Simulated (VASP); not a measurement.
Input of a VASP 6.6.1 run:

INCAR

```
SYSTEM = MgS
  ALGO = Normal
  EDIFF = 1E-6
  EDIFFG = -0.008
  ENCUT = 520
  GGA = PE
  IBRION = 2
  ISIF = 2
  ISMEAR = 0
  LASPH = .TRUE.
  LCHARG = .FALSE.
  LREAL = .FALSE.
  LWAVE = .FALSE.
  NELM = 100
  NSW = 60
  PREC = Accurate
  SIGMA = 0.02
```

The input KPOINTS:

```
k-points
0
G
  6 6 4
  0 0 0
```

The input POSCAR:

```
MgS
1.0
    2.8486069961      2.8486069961      0.0000000000
   -2.8486069961      2.8486069961      0.0000000000
    0.1812842391      0.1812842391      5.6972139921
Mg S
2 2
Direct
    0.0038924531      0.0000000000     -0.0001131110
    0.5038924531      0.5000000000      0.4998868890
    0.4961075469      0.0000000000      0.2501131110
   -0.0038924531      0.5000000000      0.7501131110
```

Potentials or basis: VASP PAW PBE potentials, release 64 (Mg, S).

The run is started by

```sh
$ cat potpaw_PBE.64/Mg/POTCAR potpaw_PBE.64/S/POTCAR > POTCAR
$ mpirun -np 1 vasp_std > vasp.out
```

Q: What does it give for the band gap on the k mesh?

A: 3.21 eV.

Q: Predict the energy gained by relaxing.

A: 0.3 meV/atom.

Stress tensor (GPa, compression positive):
```
-0.22 -0.08 -0.96
-0.08 -0.22 -0.96
-0.96 -0.96 -0.12
```

Caveat: the cell differs from its parent crystal (shear of c along a, cell held: +4.5 %).
